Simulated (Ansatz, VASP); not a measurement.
**One calculation of GaHgS, two programs**

INCAR

```
SYSTEM = GaHgS
PREC = Accurate ; ENCUT = 600
EDIFF = 1E-7 ; ISMEAR = 0
SIGMA = 0.1 ; LREAL = .False.
LASPH = .True. ; NELM = 100
ALGO = Normal ; ISIF = 3
LWAVE = .False. ; LCHARG = .False.
GGA = PE ; IBRION = 2
NSW = 100 ; EDIFFG = -0.01
```

File KPOINTS:

```
Automatic mesh
0
Gamma
  12 12 10
  0 0 0
```

File POSCAR:

```
GaHgS
1.0
    4.4166642300      0.0000000000      0.0000000000
   -2.2083321100      3.8249434200      0.0000000000
    0.0000000000      0.0000000000      4.4276902100
Ga Hg S
1 1 1
Direct
    0.3333333300      0.6666666700      0.5000000000
    0.0000000000      0.0000000000      0.5000000000
    0.6666666700      0.3333333300      0.0000000000
```

Input for Ansatz:

```yaml
crystal:
  lattice:
    - [4.41666423, 0.0, 0.0]
    - [-2.20833211, 3.82494342, 0.0]
    - [0.0, 0.0, 4.42769021]
  atoms:
    - { symbol: Ga, position: [0.33333333, 0.66666667, 0.5] }
    - { symbol: Hg, position: [0.0, 0.0, 0.5] }
    - { symbol: S, position: [0.66666667, 0.33333333, 0.0] }
basis:
  ecutwfc: 420
kpoints:
  mp_grid: { grid: [12, 12, 10] }
hamiltonian:
  xc: pbe
scf:
  occupations: { method: gaussian, width: 0.1 }
output:
  forces: true
  stress: true
  eigenvalues: true
relax:
  adjacent_minimum: "off"
  f_tol: 0.01
  max_steps: 80
  cell: { stress_tol: 0.05 }
```

Change from the starting cell: species swapped into the NdCuSi type (P-6m2, No. 187).

Alike in both runs: task relaxation of cell and atoms; functional PBE; k mesh 12 × 12 × 10; occupations gaussian, width 0.1 eV; no spin polarisation.

```csv
,VASP,Ansatz
version,VASP 6.6.1,Ansatz 0.2.0
potentials or method,"VASP PAW PBE potentials, release 64 (Ga_d, Hg, S), cutoff 600 eV","scalar-relativistic, plane waves, PAW"
valence electrons in the cell,31,39
```

```csv
,VASP,Ansatz,Ansatz less VASP
"gap on the k mesh at the Fermi level, each at its own relaxed structure (eV)",none,none,-
relaxed volume (Å³/atom),22.87,22.79,-0.076
relaxed cell length with the largest relative difference (Å),4.584,4.569,-0.0148
```

A gap of «none» marks a metal or a gap that the smearing closes. VASP's potentials hold 31 valence electrons a cell and Ansatz's 39, so a difference there can come from the potentials and not from the codes.

Neither program's run includes spin-orbit coupling.
